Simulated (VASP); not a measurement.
Wanted: the native input for a VASP 6.6.1 run.

```
Task                   : single point
Functional             : PBE
Potentials or basis    : VASP PAW PBE potentials, release 64 (Ru_pv, Pb_d)
Cutoff                 : 520 eV
k mesh                 : 6 × 6 × 6
Occupations            : gaussian, width 0.1 eV
Spin                   : no spin polarisation
Dipole correction      : no
Further INCAR settings : ALGO = Fast; EDIFF = 1e-07; NBANDS = 28
```

The structure of Ru2Pb lies in POSCAR:

```
Ru2Pb
1.0
    1.9392757619      1.1196413831      5.0829093608
   -1.9392757619      1.1196413831      5.0829093608
    0.0000000000     -2.2392827663      5.0829093608
Ru Pb
2 1
Direct
    0.8091460451      0.8091460451      0.8091460451
    0.1908539549      0.1908539549      0.1908539549
    0.0000000000      0.0000000000      0.0000000000
```

The input as run:

INCAR

```
SYSTEM = Ru2Pb
PREC = Accurate ; ENCUT = 520
EDIFF = 1E-7 ; ISMEAR = 0
SIGMA = 0.1 ; LREAL = .FALSE.
LASPH = .TRUE. ; NELM = 100
ALGO = Fast ; ISIF = 2
LWAVE = .FALSE. ; LCHARG = .FALSE.
GGA = PE ; NBANDS = 28
```

KPOINTS

```
regular mesh
0
G
  6 6 6
  0 0 0
```

Potentials or basis: VASP PAW PBE potentials, release 64 (Ru_pv, Pb_d).

Launch:

```console
$ cat potpaw_PBE.64/Ru_pv/POTCAR potpaw_PBE.64/Pb_d/POTCAR > POTCAR
$ mpirun -np 1 vasp_std > vasp.out
```

It gave:

```
Pressure               : 0.3 GPa
Largest force          : 0.030 eV/Å
Band gap on the k mesh : zero (band 21 reaches 8.19 eV, above the bottom of band 22 at 7.85 eV)
```

Caveat: spin-orbit coupling is left out, which moves the levels of the heavy elements.

Wall time 72 s on 1 thread of Intel(R) Xeon(R) 6975P-C (Granite Rapids), on a shared host, peak memory 0.27 GiB.
